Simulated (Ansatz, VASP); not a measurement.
## One calculation of MgTiN, two programs

Contents of INCAR:

```
PREC = Accurate
ENCUT = 840
EDIFF = 1E-6
ISMEAR = 0
SIGMA = 0.2
LREAL = F
LASPH = T
NELM = 120
ALGO = Normal
ISIF = 2
LWAVE = F
LCHARG = T
GGA = PE
LELF = T
LVHAR = T
NBANDS = 36
GGA_COMPAT = F
```

The input KPOINTS:

```
Automatic mesh
0
Gamma
  6 6 2
```

The input POSCAR:

```
MgTiN
1.0
    3.3253704418      0.0000000000      0.0000000000
   -1.6626852209      2.8798552796      0.0000000000
    0.0000000000      0.0000000000     10.5297718575
Mg Ti N
2 2 2
Direct
    0.0000000000      1.0000000000      0.0000000000
    0.0000000000      1.0000000000      0.5000000000
    0.6666666667      0.3333333333      0.2500000000
    0.6666666667      0.3333333333      0.7500000000
    0.3333333333      0.6666666667      0.2500000000
    0.3333333333      0.6666666667      0.7500000000
```

Input for Ansatz:

```yaml
crystal:
  lattice:
    - [3.3253704418, 0.0, 0.0]
    - [-1.6626852209, 2.8798552796, 0.0]
    - [0.0, 0.0, 10.5297718575]
  atoms:
    - { symbol: Mg, position: [0.0, 1.0, 0.0] }
    - { symbol: Mg, position: [0.0, 1.0, 0.5] }
    - { symbol: Ti, position: [0.6666666667, 0.3333333333, 0.25] }
    - { symbol: Ti, position: [0.6666666667, 0.3333333333, 0.75] }
    - { symbol: "N", position: [0.3333333333, 0.6666666667, 0.25] }
    - { symbol: "N", position: [0.3333333333, 0.6666666667, 0.75] }
basis:
  ecutwfc: 420
kpoints:
  mp_grid: { grid: [6, 6, 2] }
hamiltonian:
  xc: pbe
scf:
  occupations: { method: gaussian, width: 0.2 }
  lower_state_search: "off"
output:
  forces: true
  stress: true
  eigenvalues: true
```

Alike in both runs: task single point; functional PBE; k mesh 6 × 6 × 2; occupations gaussian, width 0.2 eV; no spin polarisation.

|  | VASP | Ansatz |
| --- | --- | --- |
| version | VASP 6.6.1 | Ansatz 0.2.0 |
| potentials or method | VASP PAW PBE potentials, release 64 (Mg_sv, Ti_sv, N), cutoff 840 eV | scalar-relativistic, plane waves, PAW |
| valence electrons in the cell | 54 | 54 |

```tsv
	VASP	Ansatz	Ansatz less VASP
gap on the k mesh at the Fermi level (eV)	none	none	-
pressure (GPa)	0.0	-0.1	-0.03
traceless stress, the component that is largest in VASP (GPa)	-0.60	-0.34	+0.263
```

A gap of «none» marks a metal or a gap that the smearing closes.

The k mesh is coarse, so the values compare programs but aren't converged.
